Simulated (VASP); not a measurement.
AlRu (zincblende type): relaxation of cell and atoms with PBE

AlRu (zincblende type):

```
Ru Al
1.0
     0.00000    2.76021    2.76021
     2.76021    0.00000    2.76021
     2.76021    2.76021    0.00000
Ru Al
1 1
Cartesian
  0.0000 0.0000 0.0000
  1.3801 1.3801 1.3801
```

```yaml
Program: VASP 6.6.1
Task: relaxation of cell and atoms
Functional: PBE
Potentials_or_basis: VASP PAW PBE potentials, release 64 (Ru_pv, Al)
Cutoff: 600 eV
k_mesh: 11 × 11 × 11
Occupations: fermi-dirac, width 0.08 eV
Spin: no spin polarisation
Target_pressure: -0.077 GPa
Dipole_correction: no
Further_INCAR_settings: ALGO = Normal; EDIFF = 1e-06; IBRION = 2; EDIFFG = -0.005; NSW = 32; ISIF = 3
```

```json
{"Pressure after relaxing": "0.0 GPa"}
```

Final structure:
```
Ru Al
1.0
     0.00000    2.76021    2.76021
     2.76021    0.00000    2.76021
     2.76021    2.76021    0.00000
Ru Al
1 1
Direct
  0.00000 0.00000 0.00000
  0.25000 0.25000 0.25000
```

Levels at points of the mesh, in eV from the Fermi level:
| k point | band 7 | band 8 | band 9 | band 10 | band 11 | band 12 |
| --- | --- | --- | --- | --- | --- | --- |
| (0.00, 0.00, 0.00) | -1.74 | -0.46 | -0.46 | 8.52 | 8.52 | 8.52 |

It took 12 s on 1 thread of AMD EPYC 9R45 (Zen 5), with other jobs on the host, peak memory 0.16 GiB.

Caveat: the relaxation stopped at its first step, so nothing moved; the cell is relaxed towards a set pressure, so the enthalpy falls and the energy may rise.
